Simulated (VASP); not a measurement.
Input of a VASP 6.6.1 run:

File POSCAR:

```
Sc2BS4
1.0
    0.0000000000      5.1441200000      5.1441200000
    5.1441200000      0.0000000000      5.1441200000
    5.1441200000      5.1441200000      0.0000000000
S Sc B
8 4 2
Direct
    0.2573700000      0.2573700000      0.2573700000
    0.2721100000      0.7426300000      0.7426300000
    0.2573700000      0.2573700000      0.7278900000
    0.7426300000      0.2721100000      0.7426300000
    0.7278900000      0.2573700000      0.2573700000
    0.7426300000      0.7426300000      0.7426300000
    0.2573700000      0.7278900000      0.2573700000
    0.7426300000      0.7426300000      0.2721100000
    0.5000000000      0.5000000000      0.5000000000
    0.0000000000      0.5000000000      0.5000000000
    0.5000000000      0.5000000000      0.0000000000
    0.5000000000      0.0000000000      0.5000000000
    0.1250000000      0.1250000000      0.1250000000
    0.8750000000      0.8750000000      0.8750000000
```

INCAR.step1

```
SYSTEM = Sc2BS4
PREC = Accurate ; ENCUT = 520
ISMEAR = -1 ; SIGMA = 0.0803
LREAL = .False. ; LASPH = .True.
NELM = 80 ; NBANDS = 62
GGA = PE ; ALGO = Normal
EDIFF = 1E-4 ; LWAVE = .True.
LCHARG = .False.
```

The input INCAR.step2:

```
SYSTEM = Sc2BS4
PREC = Accurate ; ENCUT = 520
EDIFF = 1E-7 ; ISMEAR = -1
SIGMA = 0.0803 ; LREAL = .False.
LASPH = .True. ; NELM = 80
ALGO = Normal ; ISIF = 2
LWAVE = .False. ; LCHARG = .False.
METAGGA = R2SCAN ; LMIXTAU = .True.
NBANDS = 62 ; ISTART = 1
```

Contents of KPOINTS:

```
regular mesh
0
Gamma
  6 6 6
  0 0 0
```

Potentials or basis: VASP PAW PBE potentials, release 64 (S, Sc_sv, B).

The run is started by

```sh
$ cat potpaw_PBE.64/S/POTCAR potpaw_PBE.64/Sc_sv/POTCAR potpaw_PBE.64/B/POTCAR > POTCAR
$ cp INCAR.step1 INCAR
$ mpirun -np 1 vasp_std > vasp.out
$ cp INCAR.step2 INCAR
$ mpirun -np 1 vasp_std > vasp.out
```

Question: Predict the band gap on the k mesh.

Answer: Zero (bands 49 and 50 overlap by 0.98 eV).

Question: Estimate the largest force.

Answer: 2.558 eV/Å.

Question: What does it give for the pressure?

Answer: 1.1 GPa.

Forces on the atoms (eV/Å):
```
S   -1.477 -1.477 -1.477
S    1.477 -1.477 -1.477
S    1.477  1.477 -1.477
S   -1.477  1.477 -1.477
S   -1.477  1.477  1.477
S    1.477  1.477  1.477
S    1.477 -1.477  1.477
S   -1.477 -1.477  1.477
Sc   0.000  0.000  0.000
Sc   0.000  0.000  0.000
Sc   0.000  0.000  0.000
Sc   0.000  0.000  0.000
B    0.000  0.000  0.000
B    0.000  0.000  0.000
```

Caveat: the PAW data sets were made with another functional, which shifts forces and pressure a little.
